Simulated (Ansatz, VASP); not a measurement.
One calculation of HfO2, two programs

POSCAR

```
HfO2
1.0
    0.0000000000      2.5575000000      2.4935625000
    2.5575000000      0.0000000000      2.4935625000
    2.5575000000      2.5575000000      0.0000000000
Hf O
1 2
Direct
    0.0000000000      0.0000000000      0.0000000000
    0.2500000000      0.2500000000      0.2500000000
    0.7500000000      0.7500000000      0.7500000000
```

The input INCAR.step1:

```
PREC = Accurate ; ENCUT = 520
ISMEAR = 0 ; SIGMA = 0.05
LREAL = False ; LASPH = True
NELM = 80 ; NBANDS = 18
GGA = PE ; ALGO = Normal
EDIFF = 1E-4 ; LWAVE = True
LCHARG = False
```

INCAR.step2

```
PREC = Accurate ; ENCUT = 520
EDIFF = 1E-6 ; ISMEAR = 0
SIGMA = 0.05 ; LREAL = False
LASPH = True ; NELM = 80
ALGO = Normal ; ISIF = 2
LWAVE = False ; LCHARG = True
METAGGA = R2SCAN ; LMIXTAU = True
LELF = True ; LVHAR = True
NBANDS = 18 ; ISTART = 1
```

File KPOINTS:

```
regular mesh
0
Gamma
  8 8 8
```

Input for Ansatz:

```yaml
crystal:
  lattice:
    - [0.0, 2.5575, 2.4935625]
    - [2.5575, 0.0, 2.4935625]
    - [2.5575, 2.5575, 0.0]
  atoms:
    - { symbol: Hf, position: [0.0, 0.0, 0.0] }
    - { symbol: O, position: [0.25, 0.25, 0.25] }
    - { symbol: O, position: [0.75, 0.75, 0.75] }
basis:
  ecutwfc: 500
kpoints:
  mp_grid: { grid: [8, 8, 8] }
hamiltonian:
  xc: r2scan
scf:
  occupations: { method: gaussian, width: 0.05 }
output:
  forces: true
  stress: true
  eigenvalues: true
```

Change from the starting cell: strain +0.000 along x and y, -0.025 along z, atoms carried along.

Alike in both runs: task single point; functional r2SCAN; k mesh 8 × 8 × 8; occupations gaussian, width 0.05 eV; no spin polarisation.

```csv
,VASP,Ansatz
version,VASP 6.6.1,Ansatz 0.2.0
potentials or method,"VASP PAW PBE potentials, release 64 (Hf_pv, O), cutoff 520 eV","scalar-relativistic, plane waves, PAW"
valence electrons in the cell,22,38
```

```csv
,VASP,Ansatz,Ansatz less VASP
gap on the k mesh at the Fermi level (eV),4.07,4.07,-0.004
least direct gap on the mesh (eV),4.08,4.08,-0.006
pressure (GPa),-6.0,-2.1,+3.87
"traceless stress, the component that is largest in VASP (GPa)",8.34,8.20,-0.138
```

VASP's potentials were made for PBE, not for r2SCAN. VASP's potentials hold 22 valence electrons a cell and Ansatz's 38, so a difference there can come from the potentials and not from the codes.

Spin-orbit coupling is off throughout.
